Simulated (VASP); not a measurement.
# La2Pd2Pb in VASP: a series of runs

The runs below take La2Pd2Pb through single point, with PBE.

All numbers are computed with VASP 6.6.1; they aren't measurements. Logs are shortened: lines on timing, memory, paths and dates and some standing lists are left out, and cuts for length are marked.

**1. The cell of the first run**

The cell holds a disordered packing, 10 atoms: a = 6.804 Å, b = 6.927 Å, c = 5.655 Å, α = 96.57°, β = 87.55°, γ = 77.76°.

**2. Single point, PBE**

File INCAR:

```
SYSTEM = La2Pd2Pb
PREC     = Accurate       ! precision mode
ENCUT    = 520            ! plane-wave cutoff, eV
EDIFF    = 1E-6           ! SCF threshold, eV
ISMEAR   = 1              ! smearing method
SIGMA    = 0.15           ! smearing width, eV
LREAL    = .FALSE.        ! projectors in reciprocal space
LASPH    = .TRUE.         ! aspherical terms in the spheres
NELM     = 80             ! most SCF steps
ALGO     = Normal         ! electronic algorithm
ISIF     = 2              ! what is computed and relaxed
LWAVE    = .FALSE.        ! write WAVECAR
LCHARG   = .FALSE.        ! write CHGCAR
GGA      = PE             ! functional
NBANDS   = 67             ! bands
```

File KPOINTS:

```
regular mesh
0
G
  2 2 3
  0 0 0
```

File POSCAR:

```
La2Pd2Pb
1.0
    6.7798500000      0.5714380000      0.0341630000
    0.8933620000      6.8569780000      0.4117780000
    0.3013860000     -1.0260820000      5.5525320000
Pd Pb La
4 2 4
Direct
    0.2833429822      0.0951560587      0.1566969776
    0.3033743583      0.7330873015      0.0203493828
    0.5495875061      0.8316193777      0.3340931449
    0.4447452125      0.3939520375      0.1552573470
    0.0226968941      0.4489287437      0.1612204353
    0.4983774520      0.2612913007      0.6964156032
    0.8184816444      0.1305481507      0.2816337403
    0.6694314927      0.8549219545      0.8286088508
    0.1770738287     -0.0020061632      0.6580804434
    0.0995752919      0.5238156133      0.6649860755
```

Potentials or basis: VASP PAW PBE potentials, release 64 (Pd, Pb_d, La).

The run is started by

```console
$ cat potpaw_PBE.64/Pd/POTCAR potpaw_PBE.64/Pb_d/POTCAR potpaw_PBE.64/La/POTCAR > POTCAR
$ mpirun -np 1 vasp_std > vasp.out
```

OUTCAR:

```text
SYSTEM = La2Pd2Pb
   PREC = Accurate
   ENCUT = 520
   EDIFF = 1E-6
   ISMEAR = 1
   LREAL = .FALSE.
   LASPH = .TRUE.
   NELM = 80
   ISIF = 2
   GGA = PE

 ion  position               nearest neighbor table
   1  0.283  0.095  0.157-   2 2.51   4 2.54   3 2.61   5 2.70   9 2.98   9 3.08   7 3.16   8 3.18
                             6 3.36   6 3.62
   2  0.303  0.733  0.020-   1 2.51   4 2.56   3 2.62  10 2.91   9 2.94   8 2.99   5 3.16   6 3.52

   3  0.550  0.832  0.334-   1 2.61   2 2.62   8 2.94   8 2.97   9 3.00   7 3.07   4 3.32   6 3.36
                             5 3.72
   4  0.445  0.394  0.155-   1 2.54   2 2.56   6 2.63   5 2.81   7 2.97   6 3.31   3 3.32  10 3.54

   5  0.023  0.449  0.161-   1 2.70   4 2.81  10 2.93  10 2.96   7 2.97   2 3.16   3 3.72   9 3.91
                             6 3.97
   6  0.498  0.261  0.696-   4 2.63  10 2.95   8 3.00   7 3.05   9 3.13   4 3.31   3 3.36   1 3.36
                             2 3.52   1 3.62   5 3.97
   7  0.818  0.131  0.282-   4 2.97   5 2.97   6 3.05   3 3.07   1 3.16   8 3.34   9 3.36
   8  0.669  0.855  0.829-   3 2.94   3 2.97   2 2.99   6 3.00   1 3.18  10 3.33   7 3.34   9 3.50

   9  0.177  0.998  0.658-   2 2.94   1 2.98   3 3.00   1 3.08   6 3.13   7 3.36  10 3.44   8 3.50
                            10 3.56   5 3.91
  10  0.100  0.524  0.665-   2 2.91   5 2.93   6 2.95   5 2.96   8 3.33   9 3.44   4 3.54   9 3.56

  LATTYP: Found a triclinic cell.
 ALAT       =     5.6545812756
 B/A-ratio  =     1.5312908148
 C/A-ratio  =     1.9253626006
 COS(alpha) =     0.0015874171
 COS(beta)  =     0.6189060143
 COS(gamma) =     0.6194115533

  Lattice vectors:

 A1 = (   0.3013860000,  -1.0260820000,   5.5525320000)
 A2 = (  -6.4784640000,  -1.5975200000,   5.5183690000)
 A3 = (   6.1878740000,  -7.3116220000,   5.1749170000)

Analysis of symmetry for initial positions (statically):
=====================================================================
 Subroutine PRICEL returns:
 Original cell was already a primitive cell.

 Routine SETGRP: Setting up the symmetry group for a
 triclinic supercell.

 Subroutine GETGRP returns: Found  1 space group operations
 (whereof  1 operations were pure point group operations)
 out of a pool of  2 trial point group operations.

The static configuration has the point symmetry C_1 .

Analysis of symmetry for dynamics (positions and initial velocities):
=====================================================================
 Subroutine PRICEL returns:
 Original cell was already a primitive cell.

 Routine SETGRP: Setting up the symmetry group for a
 triclinic supercell.

 Subroutine GETGRP returns: Found  1 space group operations
 (whereof  1 operations were pure point group operations)
 out of a pool of  2 trial point group operations.

The dynamic configuration has the point symmetry C_1 .

 Subroutine INISYM returns: Found  1 space group operations
 (whereof  1 operations are pure point group operations),
 and found     1 'primitive' translations

----------------------------------------------------------------------------------------

                                     Primitive cell

  volume of cell :     258.1323

  direct lattice vectors                    reciprocal lattice vectors
     6.779850000  0.571438000  0.034163000     0.149133267 -0.018735810 -0.011557098
     0.893362000  6.856978000  0.411778000    -0.012427667  0.145797497  0.027617259
     0.301386000 -1.026082000  5.552532000     0.000004070 -0.010697125  0.178121017

  length of vectors
     6.803974906  6.927178652  5.654581276     0.150749223  0.148909603  0.178441938

  position of ions in fractional coordinates (direct lattice)
     0.283342982  0.095156059  0.156696978
     0.303374358  0.733087301  0.020349383
     0.549587506  0.831619378  0.334093145
     0.444745213  0.393952038  0.155257347
     0.022696894  0.448928744  0.161220435
     0.498377452  0.261291301  0.696415603
     0.818481644  0.130548151  0.281633740
     0.669431493  0.854921954  0.828608851
     0.177073829  0.997993837  0.658080443
     0.099575292  0.523815613  0.664986076

  ion indices of the primitive-cell ions
   primitive index   ion index
                 1           1
                 2           2
                 3           3
                 4           4
                 5           5
                 6           6
                 7           7
                 8           8
                 9           9
                10          10

----------------------------------------------------------------------------------------

 KPOINTS: regular mesh

Automatic generation of k-mesh.
 Grid dimensions read from file:
 generate k-points for:    2    2    3

 Generating k-lattice:

  Cartesian coordinates                     Fractional coordinates (reciprocal lattice)
     0.074566633 -0.009367905 -0.005778549     0.500000000  0.000000000  0.000000000
    -0.006213834  0.072898748  0.013808629    -0.000000000  0.500000000  0.000000000
     0.000001357 -0.003565708  0.059373672     0.000000000  0.000000000  0.333333333

  Length of vectors
     0.075374612  0.074454801  0.059480646

  Shift w.r.t. Gamma in fractional coordinates (k-lattice)
     0.000000000  0.000000000  0.000000000

 Subroutine IBZKPT returns following result:
 ===========================================

 Found      8 irreducible k-points:

 Following reciprocal coordinates:
            Coordinates               Weight
  0.000000  0.000000  0.000000      1.000000
  0.500000  0.000000  0.000000      1.000000
  0.000000  0.500000  0.000000      1.000000
  0.500000  0.500000  0.000000      1.000000
 -0.000000 -0.000000  0.333333      2.000000
  0.500000 -0.000000  0.333333      2.000000
  0.000000  0.500000  0.333333      2.000000
  0.500000  0.500000  0.333333      2.000000
   k-points           NKPTS =      8   k-points in BZ     NKDIM =      8   number of bands    NBANDS=     67
   number of dos      NEDOS =    301   number of ions     NIONS =     10
   total plane-waves  NPLWV = 122472
   dimension x,y,z NGX =    54 NGY =   54 NGZ =   42
   dimension x,y,z NGXF=   108 NGYF=  108 NGZF=   84
   ions per type =               4   2   4
   NGX,Y,Z   is equivalent  to a cutoff of  13.19, 12.96, 12.35 a.u.
   NGXF,Y,Z  is equivalent  to a cutoff of  26.39, 25.92, 24.70 a.u.
 SYSTEM =  La2Pd2Pb
   PREC   = accura    normal or accurate (medium, high low for compatibility)
   ISTART =      0    job   : 0-new  1-cont  2-samecut
   ICHARG =      2    charge: 1-file 2-atom 10-const
   ISPIN  =      1    spin polarized calculation?
   LNONCOLLINEAR =      F non collinear calculations
   LSORBIT =      F    spin-orbit coupling
   LASPH  =      T    aspherical Exc in radial PAW
   ENCUT  =  520.0 eV  38.22 Ry    6.18 a.u.  12.65 12.88 10.51*2*pi/ulx,y,z
   NELM   =     80;   NELMIN=  2; NELMDL= -5     # of ELM steps
   EDIFF  = 0.1E-05   stopping-criterion for ELM
   LREAL  =      F    real-space projection
   EDIFFG = 0.1E-04   stopping-criterion for IOM
   NSW    =      0    number of steps for IOM
   IBRION =     -1    ionic relax: 0-MD 1-quasi-New 2-CG
   NFREE  =      0    steps in history (QN), initial steepest desc. (CG)
   ISIF   =      2    stress and relaxation
   ISYM   =      2    0-nonsym 1-usesym 2-fastsym
   POTIM  = 0.5000    time-step for ionic-motion
   TEBEG  =    0.0;   TEEND  =   0.0 temperature during run
   PSTRESS=    0.0 pullay stress
   NELECT =     112.0000    total number of electrons
   NUPDOWN=      -1.0000    fix difference up-down
   EMIN   =  10.00;   EMAX   =-10.00  energy-range for DOS
   EFERMI =   0.00;   METHOD = LEGACY
   ISMEAR =     1;   SIGMA  =   0.15  broadening in eV -4-tet -1-fermi 0-gaus
   EFERMI_NEDOS =   21; number of points for ismear=-14 and -15
   IALGO  =     38    algorithm
   IMIX   =      4    mixing-type and parameters
     AMIX     =   0.40;   BMIX     =  1.00
     AMIX_MAG =   1.60;   BMIX_MAG =  1.00
  volume/ion in A,a.u.               =      25.81       174.20
  Fermi-wavevector in a.u.,A,eV,Ry     =   1.239367  2.342065 20.898979  1.536032
  Thomas-Fermi vector in A             =   2.373854
   LORBIT       =      0    0 simple, 1 ext, 2 COOP (PROOUT), +10 PAW based schemes
   GGA     = PE    functional components
   LHFCALC =     F    Hartree Fock is set to
   AEXX    =    0.0000 exact exchange contribution
   IVDW    =     0    specifies the selected vdW correction
   LEPSILON=     F    determine dielectric tensor
   LRPA    =     F    only Hartree local field effects (RPA)
 non-spin polarized calculation
 Methfessel and Paxton  Order N= 1 SIGMA  =   0.15
  energy-cutoff  :      520.00
  volume of cell :      258.13
 maximum number of plane-waves:      6974
 NGX is ok and might be reduce to    54
   NGX = 25   NGY = 25   NGZ = 21

 number of electron     111.9999991 magnetization

 Free energy of the ion-electron system (eV)
  ---------------------------------------------------
  ext. energy  EPLUGINS =         0.00000000
  ---------------------------------------------------
  free energy    TOTEN  =       -47.83965918 eV

  energy without entropy =      -47.84350463  energy(sigma->0) =      -47.84094100

 E-fermi :   8.5404     XC(G=0): -10.5528

 val. band max:        8.5318486868   @ k =   0.5000   0.5000   0.0000
 cond. band min:       8.5803921769   @ k =   0.0000   0.5000   0.3333
 fundamental gap:      0.0485434901
 Fermi energy:         8.5403586637

 k-point     1 :       0.0000    0.0000    0.0000
  band No.  band energies     occupation
      1     -24.3615      2.00000
      2     -24.2006      2.00000
      3     -24.1000      2.00000
      4     -23.9834      2.00000
      5      -8.9959      2.00000
      6      -8.8628      2.00000
[... 59 lines left out ...]
     66      10.2045     -0.00000
     67      10.2947     -0.00000

 k-point     2 :       0.5000    0.0000    0.0000
  band No.  band energies     occupation
      1     -24.3378      2.00000
      2     -24.2208      2.00000
      3     -24.1191      2.00000
      4     -23.9683      2.00000
      5      -8.9428      2.00000
      6      -8.8492      2.00000
[... 59 lines left out ...]
     66      10.2916     -0.00000
     67      10.3593     -0.00000

 k-point     3 :       0.0000    0.5000    0.0000
  band No.  band energies     occupation
      1     -24.3522      2.00000
      2     -24.2071      2.00000
      3     -24.0566      2.00000
      4     -24.0314      2.00000
      5      -8.9566      2.00000
      6      -8.8138      2.00000
[... 59 lines left out ...]
     66      10.2294     -0.00000
     67      10.3052     -0.00000

 k-point     4 :       0.5000    0.5000    0.0000
  band No.  band energies     occupation
      1     -24.3335      2.00000
      2     -24.2278      2.00000
      3     -24.0692      2.00000
      4     -24.0172      2.00000
      5      -8.9337      2.00000
      6      -8.8797      2.00000
[... 59 lines left out ...]
     66      10.2098     -0.00000
     67      10.2479     -0.00000

 k-point     5 :      -0.0000   -0.0000    0.3333
  band No.  band energies     occupation
      1     -24.3338      2.00000
      2     -24.2379      2.00000
      3     -24.0846      2.00000
      4     -23.9835      2.00000
      5      -9.0101      2.00000
      6      -8.9878      2.00000
[... 59 lines left out ...]
     66      10.1725     -0.00000
     67      10.3084     -0.00000

 k-point     6 :       0.5000   -0.0000    0.3333
  band No.  band energies     occupation
      1     -24.3260      2.00000
      2     -24.2264      2.00000
      3     -24.1160      2.00000
      4     -23.9718      2.00000
      5      -9.0082      2.00000
      6      -8.9558      2.00000
[... 59 lines left out ...]
     66      10.2189     -0.00000
     67      10.2867     -0.00000

 k-point     7 :       0.0000    0.5000    0.3333
  band No.  band energies     occupation
      1     -24.3296      2.00000
      2     -24.2308      2.00000
      3     -24.0504      2.00000
      4     -24.0307      2.00000
      5      -9.0050      2.00000
      6      -8.9574      2.00000
[... 59 lines left out ...]
     66      10.2114     -0.00000
     67      10.2434     -0.00000

 k-point     8 :       0.5000    0.5000    0.3333
  band No.  band energies     occupation
      1     -24.3279      2.00000
      2     -24.2215      2.00000
      3     -24.0700      2.00000
      4     -24.0225      2.00000
      5      -8.9980      2.00000
      6      -8.9475      2.00000
[... 59 lines left out ...]
     66      10.1810     -0.00000
     67      10.2541     -0.00000

------------------------ aborting loop because EDIFF is reached ----------------------------------------

  FORCE on cell =-STRESS in cart. coord.  units (eV):
  Direction    XX          YY          ZZ          XY          YZ          ZX
  --------------------------------------------------------------------------------------
  -------------------------------------------------------------------------------------
  Total       13.3437403     18.7167329     15.2546358     -0.1195920     -0.8816140      2.4772939
  in kB       82.8220304    116.1711626     94.6825915     -0.7422843     -5.4720084     15.3760867
  external PRESSURE =      97.8919282 kB  Pullay stress =       0.0000000 kB

 VOLUME and BASIS-vectors are now :
 -----------------------------------------------------------------------------
  energy-cutoff  :      520.00
  volume of cell :      258.13
      direct lattice vectors                 reciprocal lattice vectors
     6.779850000  0.571438000  0.034163000     0.149133267 -0.018735810 -0.011557098
     0.893362000  6.856978000  0.411778000    -0.012427667  0.145797497  0.027617259
     0.301386000 -1.026082000  5.552532000     0.000004070 -0.010697125  0.178121017

 POSITION                                       TOTAL-FORCE (eV/Angst)
 -----------------------------------------------------------------------------------
      2.05326      0.65361      0.91893        -0.287736      0.357653      0.249590
      2.71788      5.17924      0.42522        -1.244695     -0.460217     -0.722295
      4.56975      5.67364      2.21628         1.119597     -0.862836      0.873210
      3.41404      2.79616      1.03949         1.347068      0.379803      1.513944
      0.60353      2.92584      1.08082        -1.234230      1.534823     -0.462596
      3.82224      1.36188      3.99149         1.352291      1.086461     -0.268287
      5.75069      1.07390      1.64550        -0.430885     -0.921015     -0.869289
      5.55213      5.39450      4.97579         0.023931     -1.987196     -0.141092
      2.29044      6.26916      4.07101        -0.616216     -0.148035     -0.141071
      1.34348      2.96636      3.91145        -0.029126      1.020558     -0.032114
 -----------------------------------------------------------------------------------
    total drift:                                0.000522      0.000472      0.002098

  FREE ENERGIE OF THE ION-ELECTRON SYSTEM (eV)
  ---------------------------------------------------
  free  energy   TOTEN  =       -47.8396591791 eV

  energy  without entropy=      -47.8435046281  energy(sigma->0) =      -47.84094100
```

Run time: 5.5 min. Hardware: 1 thread of Intel Xeon Platinum 8375C at 2.90GHz (Ice Lake), shared host; peak memory 0.41 GiB.

What came out:

* Free energy: -47.8397 eV
* Pressure: 9.8 GPa
* Largest force: 2.062 eV/Å
* Band gap on the k mesh: zero (bands 56 and 57 overlap by 0.03 eV)

Forces on the atoms (eV/Å):
```
Pd  -0.288  0.358  0.250
Pd  -1.245 -0.460 -0.722
Pd   1.120 -0.863  0.873
Pd   1.347  0.380  1.514
Pb  -1.234  1.535 -0.463
Pb   1.352  1.086 -0.268
La  -0.431 -0.921 -0.869
La   0.024 -1.987 -0.141
La  -0.616 -0.148 -0.141
La  -0.029  1.021 -0.032
```

Caveat: the k points lie up to 0.47 Å⁻¹ apart; spin-orbit coupling is left out, which moves the levels of the heavy elements.

**3. Single point, PBE**

File INCAR:

```
SYSTEM = La2Pd2Pb
PREC = Accurate
ENCUT = 520
EDIFF = 1E-6
ISMEAR = 1
SIGMA = 0.15
LREAL = .FALSE.
LASPH = .TRUE.
NELM = 60
ALGO = Normal
ISIF = 2
LWAVE = .FALSE.
LCHARG = .FALSE.
GGA = PE
NBANDS = 67
```

KPOINTS is that of step 2.

File POSCAR:

```
La2Pd2Pb
1.0
    6.7798500000      0.5714380000      0.0341630000
    0.8933620000      6.8569780000      0.4117780000
    0.3013860000     -1.0260820000      5.5525320000
Pd Pb La
4 2 4
Direct
    0.2887530506      0.0912560391      0.1529498795
    0.2967270813      0.7332391331      0.0154848579
    0.5524044404      0.8263493532      0.3386641848
    0.4478836501      0.3918512437      0.1559661843
    0.0168067098      0.4514803634      0.1625112924
    0.4996182848      0.2659716172      0.6961737960
    0.8214710191      0.1306302847      0.2768528679
    0.6691069366      0.8540814373      0.8302258057
    0.1766132608     -0.0055505356      0.6602470638
    0.1006918751      0.5258490600      0.6669706702
```

Potentials or basis: VASP PAW PBE potentials, release 64 (Pd, Pb_d, La).

The run is started by

```console
$ cat potpaw_PBE.64/Pd/POTCAR potpaw_PBE.64/Pb_d/POTCAR potpaw_PBE.64/La/POTCAR > POTCAR
$ mpirun -np 1 vasp_std > vasp.out
```

Wall time 6.5 min (1 thread of Intel Xeon Platinum 8375C at 2.90GHz (Ice Lake), shared host); peak memory 0.41 GiB.

Results (log left out):

- Free energy: -48.0963 eV
- Pressure: 9.1 GPa
- Largest force: 1.995 eV/Å
- Band gap on the k mesh: zero (bands 56 and 57 overlap by 0.03 eV)

Forces on the atoms (eV/Å):
```
Pd  -0.326  0.682  0.369
Pd  -0.951 -0.746 -0.344
Pd   0.864 -0.840  0.619
Pd   1.155  0.577  1.521
Pb  -0.855  1.481 -0.378
Pb   1.421  0.803 -0.393
La  -0.576 -1.114 -0.720
La  -0.052 -1.847 -0.139
La  -0.474  0.109 -0.278
La  -0.206  0.895 -0.256
```

Stress tensor (GPa, compression positive):
```
 7.47  0.39  1.50
 0.39 10.93 -0.47
 1.50 -0.47  8.81
```

Levels at points of the mesh, in eV from the Fermi level:
```csv
k point,band 54,band 55,band 56,band 57,band 58,band 59
"(0.00, 0.00, 0.00)",-0.62,-0.37,-0.27,0.10,0.32,0.37
"(0.50, 0.00, 0.00)",-0.58,-0.39,-0.31,-0.02,0.08,0.50
"(0.00, 0.50, 0.00)",-0.51,-0.45,-0.34,0.08,0.22,0.36
"(0.50, 0.50, 0.00)",-0.50,-0.27,0.01,0.10,0.25,0.43
```

Caveat: the k points lie up to 0.47 Å⁻¹ apart; spin-orbit coupling is left out, which moves the levels of the heavy elements.

[end of part 1 of 2]
